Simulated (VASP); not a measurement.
# AlN (P6_3/mmc) in VASP: a series of runs

The runs below take AlN through single point, relaxation of cell and atoms, with PBEsol.

All numbers are computed with VASP 6.6.1; they aren't measurements. Logs are shortened: lines on timing, memory, paths and dates and some standing lists are left out, and cuts for length are marked.

## 1. The cell of the first run

It takes space group P6_3/mmc (No. 194, hexagonal). The conventional cell has a = 3.302 Å, b = 3.302 Å, c = 4.141 Å, α = 90.00°, β = 90.00°, γ = 120.00°. Within 2.5 Å of Al (site symmetry -6m2) lie 5 N at 1.91 to 2.07 Å. N (site symmetry -6m2) has 5 Al at 1.91 to 2.07 Å within 2.5 Å.

## 2. Single point, PBEsol

File INCAR:

```
ALGO = Normal ; EDIFF = 1E-6
ENCUT = 520 ; GGA = PS
ISIF = 2 ; ISMEAR = 0
LASPH = True ; LCHARG = True
LELF = True ; LREAL = False
LVHAR = True ; LWAVE = False
NBANDS = 16 ; NELM = 60
PREC = Accurate ; SIGMA = 0.02
```

File KPOINTS:

```
k-points
0
Gamma
  9 9 6
```

File POSCAR:

```
AlN
1.0
    3.3015780391      0.0000000000      0.0000000000
   -1.6507890196      2.8592504545      0.0000000000
    0.0000000000      0.0000000000      4.1412155349
Al N
2 2
Direct
    0.3333333333      0.6666666667      0.7500000000
    0.6666666667      0.3333333333      0.2500000000
    0.3333333333      0.6666666667      0.2500000000
    0.6666666667      0.3333333333      0.7500000000
```

Potentials or basis: VASP PAW PBE potentials, release 64 (Al, N).

Started as:

```
> cat potpaw_PBE.64/Al/POTCAR potpaw_PBE.64/N/POTCAR > POTCAR
> mpirun -np 1 vasp_std > vasp.out
```

OUTCAR:

```text
EDIFF = 1E-6
   ENCUT = 520
   GGA = PS
   ISIF = 2
   ISMEAR = 0
   LASPH = True
   LREAL = False
   NELM = 60
   PREC = Accurate

 ion  position               nearest neighbor table
   1  0.333  0.667  0.750-   4 1.91   4 1.91   4 1.91   3 2.07   3 2.07   2 2.81   2 2.81   2 2.81
                             2 2.81   2 2.81   2 2.81
   2  0.667  0.333  0.250-   3 1.91   3 1.91   3 1.91   4 2.07   4 2.07   1 2.81   1 2.81   1 2.81
                             1 2.81   1 2.81   1 2.81
   3  0.333  0.667  0.250-   2 1.91   2 1.91   2 1.91   1 2.07   1 2.07
   4  0.667  0.333  0.750-   1 1.91   1 1.91   1 1.91   2 2.07   2 2.07

  LATTYP: Found a hexagonal cell.
 ALAT       =     3.3015780391
 C/A-ratio  =     1.2543139934

  Lattice vectors:

 A1 = (   3.3015780391,   0.0000000000,   0.0000000000)
 A2 = (  -1.6507890196,   2.8592504545,   0.0000000000)
 A3 = (   0.0000000000,   0.0000000000,   4.1412155349)

Analysis of symmetry for initial positions (statically):
=====================================================================
 Subroutine PRICEL returns:
 Original cell was already a primitive cell.

 Routine SETGRP: Setting up the symmetry group for a
 hexagonal supercell.

 Subroutine GETGRP returns: Found 24 space group operations
 (whereof 12 operations were pure point group operations)
 out of a pool of 24 trial point group operations.

The static configuration has the point symmetry D_3d.
 The point group associated with its full space group is D_6h.

Analysis of symmetry for dynamics (positions and initial velocities):
=====================================================================
 Subroutine PRICEL returns:
 Original cell was already a primitive cell.

 Routine SETGRP: Setting up the symmetry group for a
 hexagonal supercell.

 Subroutine GETGRP returns: Found 24 space group operations
 (whereof 12 operations were pure point group operations)
 out of a pool of 24 trial point group operations.

The dynamic configuration has the point symmetry D_3d.
 The point group associated with its full space group is D_6h.

 Subroutine INISYM returns: Found 24 space group operations
 (whereof 12 operations are pure point group operations),
 and found     1 'primitive' translations

----------------------------------------------------------------------------------------

                                     Primitive cell

  volume of cell :      39.0932

  direct lattice vectors                    reciprocal lattice vectors
     3.301578039  0.000000000  0.000000000     0.302885465  0.174871005  0.000000000
    -1.650789020  2.859250455  0.000000000     0.000000000  0.349742010  0.000000000
     0.000000000  0.000000000  4.141215535     0.000000000  0.000000000  0.241474995

  length of vectors
     3.301578039  3.301578039  4.141215535     0.349742010  0.349742010  0.241474995

  position of ions in fractional coordinates (direct lattice)
     0.333333333  0.666666667  0.750000000
     0.666666667  0.333333333  0.250000000
     0.333333333  0.666666667  0.250000000
     0.666666667  0.333333333  0.750000000

  ion indices of the primitive-cell ions
   primitive index   ion index
                 1           1
                 2           2
                 3           3
                 4           4

----------------------------------------------------------------------------------------

 KPOINTS: k-points

Automatic generation of k-mesh.
 Grid dimensions read from file:
 generate k-points for:    9    9    6

 Generating k-lattice:

  Cartesian coordinates                     Fractional coordinates (reciprocal lattice)
     0.033653941  0.019430112  0.000000000     0.111111111  0.000000000  0.000000000
     0.000000000  0.038860223  0.000000000     0.000000000  0.111111111  0.000000000
     0.000000000  0.000000000  0.040245832     0.000000000  0.000000000  0.166666667

  Length of vectors
     0.038860223  0.038860223  0.040245832

  Shift w.r.t. Gamma in fractional coordinates (k-lattice)
     0.000000000  0.000000000  0.000000000

 Subroutine IBZKPT returns following result:
 ===========================================

 Found     48 irreducible k-points:

 Following reciprocal coordinates:
            Coordinates               Weight
  0.000000  0.000000  0.000000      1.000000
  0.111111  0.000000  0.000000      6.000000
  0.222222 -0.000000  0.000000      6.000000
  0.333333  0.000000  0.000000      6.000000
  0.444444 -0.000000  0.000000      6.000000
  0.111111  0.111111  0.000000      6.000000
[... 16 lines left out ...]
  0.333333  0.222222  0.166667     24.000000
  0.333333  0.333333  0.166667      4.000000
 [... further k-points ...]
   k-points           NKPTS =     48   k-points in BZ     NKDIM =     48   number of bands    NBANDS=     16
   number of dos      NEDOS =    301   number of ions     NIONS =      4
   total plane-waves  NPLWV =  25088
   dimension x,y,z NGX =    28 NGY =   28 NGZ =   32
   dimension x,y,z NGXF=    56 NGYF=   56 NGZF=   64
   ions per type =               2   2
   NGX,Y,Z   is equivalent  to a cutoff of  14.10, 14.10, 12.85 a.u.
   NGXF,Y,Z  is equivalent  to a cutoff of  28.20, 28.20, 25.69 a.u.
 SYSTEM =  unknown system
   PREC   = accura    normal or accurate (medium, high low for compatibility)
   ISTART =      0    job   : 0-new  1-cont  2-samecut
   ICHARG =      2    charge: 1-file 2-atom 10-const
   ISPIN  =      1    spin polarized calculation?
   LNONCOLLINEAR =      F non collinear calculations
   LSORBIT =      F    spin-orbit coupling
   LASPH  =      T    aspherical Exc in radial PAW
   ENCUT  =  520.0 eV  38.22 Ry    6.18 a.u.   6.14  6.14  7.70*2*pi/ulx,y,z
   NELM   =     60;   NELMIN=  2; NELMDL= -5     # of ELM steps
   EDIFF  = 0.1E-05   stopping-criterion for ELM
   LREAL  =      F    real-space projection
[... 7 lines left out ...]
   TEBEG  =    0.0;   TEEND  =   0.0 temperature during run
   PSTRESS=    0.0 pullay stress
   NELECT =      16.0000    total number of electrons
   NUPDOWN=      -1.0000    fix difference up-down
   EMIN   =  10.00;   EMAX   =-10.00  energy-range for DOS
   EFERMI =   0.00;   METHOD = LEGACY
   ISMEAR =     0;   SIGMA  =   0.02  broadening in eV -4-tet -1-fermi 0-gaus
   EFERMI_NEDOS =   21; number of points for ismear=-14 and -15
   IALGO  =     38    algorithm
   IMIX   =      4    mixing-type and parameters
     AMIX     =   0.40;   BMIX     =  1.00
     AMIX_MAG =   1.60;   BMIX_MAG =  1.00
  volume/ion in A,a.u.               =       9.77        65.95
  Fermi-wavevector in a.u.,A,eV,Ry     =   1.215479  2.296923 20.101116  1.477390
  Thomas-Fermi vector in A             =   2.350865
   LORBIT       =      0    0 simple, 1 ext, 2 COOP (PROOUT), +10 PAW based schemes
   GGA     = PS    functional components
   LHFCALC =     F    Hartree Fock is set to
   AEXX    =    0.0000 exact exchange contribution
   IVDW    =     0    specifies the selected vdW correction
   LEPSILON=     F    determine dielectric tensor
   LRPA    =     F    only Hartree local field effects (RPA)
 non-spin polarized calculation
 Gauss-broadening in eV      SIGMA  =   0.02
  energy-cutoff  :      520.00
  volume of cell :       39.09
 maximum number of plane-waves:      1074
 NGX is ok and might be reduce to    28
   NGX = 13   NGY = 13   NGZ = 15

 number of electron      16.0000001 magnetization

 Free energy of the ion-electron system (eV)
  ---------------------------------------------------
  ext. energy  EPLUGINS =         0.00000000
  ---------------------------------------------------
  free energy    TOTEN  =       -30.94583992 eV

  energy without entropy =      -30.94583992  energy(sigma->0) =      -30.94583992

 E-fermi :   8.1305     XC(G=0): -11.4296

 val. band max:        8.0252317115   @ k =   0.0000   0.0000   0.0000
 cond. band min:      11.3622525409   @ k =   0.0000   0.0000   0.0000
 fundamental gap:      3.3370208293
 Fermi energy:         8.1304873741

 k-point     1 :       0.0000    0.0000    0.0000
  band No.  band energies     occupation
      1      -8.8515      2.00000
      2      -5.0483      2.00000
      3       1.0416      2.00000
      4       4.6965      2.00000
      5       4.6965      2.00000
      6       6.4220      2.00000
[... 8 lines left out ...]
     15      19.8916      0.00000
     16      19.8916      0.00000

 k-point     2 :       0.1111    0.0000    0.0000
  band No.  band energies     occupation
      1      -8.7082      2.00000
      2      -5.0477      2.00000
      3       1.1943      2.00000
      4       4.1928      2.00000
      5       4.4916      2.00000
      6       5.9294      2.00000
[... 8 lines left out ...]
     15      19.3076      0.00000
     16      19.7050      0.00000

 k-point     3 :       0.2222   -0.0000    0.0000
  band No.  band energies     occupation
      1      -8.2967      2.00000
      2      -5.0925      2.00000
      3       1.6396      2.00000
      4       3.1046      2.00000
      5       4.0753      2.00000
      6       5.0337      2.00000
[... 8 lines left out ...]
     15      18.3380      0.00000
     16      20.5306      0.00000

 k-point     4 :       0.3333    0.0000    0.0000
  band No.  band energies     occupation
      1      -7.6845      2.00000
      2      -5.2934      2.00000
      3       2.1065      2.00000
      4       2.3253      2.00000
      5       3.6990      2.00000
      6       4.2581      2.00000
[... 8 lines left out ...]
     15      19.3721      0.00000
     16      21.0525      0.00000
[... 324 lines left out ...]
 k-point    22 :       0.2222    0.2222    0.1667
  band No.  band energies     occupation
      1      -7.2136      2.00000
      2      -5.5327      2.00000
      3       1.6916      2.00000
      4       2.0380      2.00000
      5       3.7469      2.00000
      6       4.2585      2.00000
[... 8 lines left out ...]
     15      19.9767      0.00000
     16      21.3349      0.00000

 k-point    23 :       0.3333    0.2222    0.1667
  band No.  band energies     occupation
      1      -6.6487      2.00000
      2      -5.8191      2.00000
      3       1.3832      2.00000
      4       2.1731      2.00000
      5       2.9528      2.00000
      6       4.7774      2.00000
[... 8 lines left out ...]
     15      19.7735      0.00000
     16      21.4685      0.00000

 k-point    24 :       0.3333    0.3333    0.1667
  band No.  band energies     occupation
      1      -6.1809      2.00000
      2      -6.1809      2.00000
      3       1.3681      2.00000
      4       2.4143      2.00000
      5       2.4143      2.00000
      6       5.0147      2.00000
[... 8 lines left out ...]
     15      19.2609      0.00000
     16      21.2126      0.00000

 [... further k-points ...]
[... 5 lines left out ...]
  --------------------------------------------------------------------------------------
  -------------------------------------------------------------------------------------
  Total       -0.0127697     -0.0127697     -0.0237973      0.0000000      0.0000000     -0.0000000
  in kB       -0.5233450     -0.5233450     -0.9752950      0.0000000      0.0000000     -0.0000000
  external PRESSURE =      -0.6739950 kB  Pullay stress =       0.0000000 kB

 VOLUME and BASIS-vectors are now :
 -----------------------------------------------------------------------------
  energy-cutoff  :      520.00
  volume of cell :       39.09
      direct lattice vectors                 reciprocal lattice vectors
     3.301578039  0.000000000  0.000000000     0.302885465  0.174871005  0.000000000
    -1.650789020  2.859250455  0.000000000     0.000000000  0.349742010  0.000000000
     0.000000000  0.000000000  4.141215535     0.000000000  0.000000000  0.241474995

 POSITION                                       TOTAL-FORCE (eV/Angst)
 -----------------------------------------------------------------------------------
     -0.00000      1.90617      3.10591         0.000000     -0.000000      0.000000
      1.65079      0.95308      1.03530        -0.000000      0.000000      0.000000
     -0.00000      1.90617      1.03530        -0.000000      0.000000      0.000000
      1.65079      0.95308      3.10591         0.000000     -0.000000      0.000000
 -----------------------------------------------------------------------------------
    total drift:                               -0.000000     -0.000000     -0.000000

  FREE ENERGIE OF THE ION-ELECTRON SYSTEM (eV)
  ---------------------------------------------------
  free  energy   TOTEN  =       -30.9458399224 eV

  energy  without entropy=      -30.9458399224  energy(sigma->0) =      -30.94583992
```

Wall time 29 s (1 thread of Intel Xeon 6975P-C, shared host); peak memory 0.17 GiB.

Results:

```
Free energy            : -30.9458 eV
Pressure               : -0.1 GPa
Band gap on the k mesh : 3.34 eV, direct
```

Caveat: the PAW data sets were made with another functional, which shifts forces and pressure a little. As with any semilocal functional, this PBEsol gap is likely too small.

## 3. Single point, PBEsol

File INCAR:

```
PREC     = Accurate       # precision mode
ENCUT    = 520            # plane-wave cutoff, eV
EDIFF    = 1E-6           # SCF threshold, eV
ISMEAR   = 0              # smearing method
SIGMA    = 0.05           # smearing width, eV
LREAL    = F              # projectors in reciprocal space
LASPH    = T              # aspherical terms in the spheres
NELM     = 80             # most SCF steps
ALGO     = Normal         # electronic algorithm
ISIF     = 2              # what is computed and relaxed
LWAVE    = F              # write WAVECAR
LCHARG   = F              # write CHGCAR
GGA      = PS             # functional
NBANDS   = 16             # bands
```

File KPOINTS:

```
regular mesh
0
Gamma
  9 9 6
```

POSCAR is that of step 2.

Potentials or basis: VASP PAW PBE potentials, release 64 (Al, N).

Started as:

```
> cat potpaw_PBE.64/Al/POTCAR potpaw_PBE.64/N/POTCAR > POTCAR
> mpirun -np 1 vasp_std > vasp.out
```

Run time: 30 s. Hardware: 1 thread of Intel Xeon 6975P-C, shared host; peak memory 0.17 GiB.

It converged, with:

* Free energy: -30.9458 eV
* Pressure: -0.1 GPa
* Band gap on the k mesh: 3.34 eV, direct

Levels at points of the mesh, in eV from the valence-band top:
```
           k point  band 5  band 6  band 7  band 8  band 9  band 10  band 11  band 12
(0.00, 0.00, 0.00)   -3.33   -1.60   -1.60    0.00    3.34     4.48     8.21     8.21
(0.00, 0.00, 0.50)   -2.51   -2.51   -2.51   -2.51    5.70     5.70     8.37     8.37
```

Caveat: the PAW data sets were made with another functional, which shifts forces and pressure a little.

(Continued in part 2 of 2.)
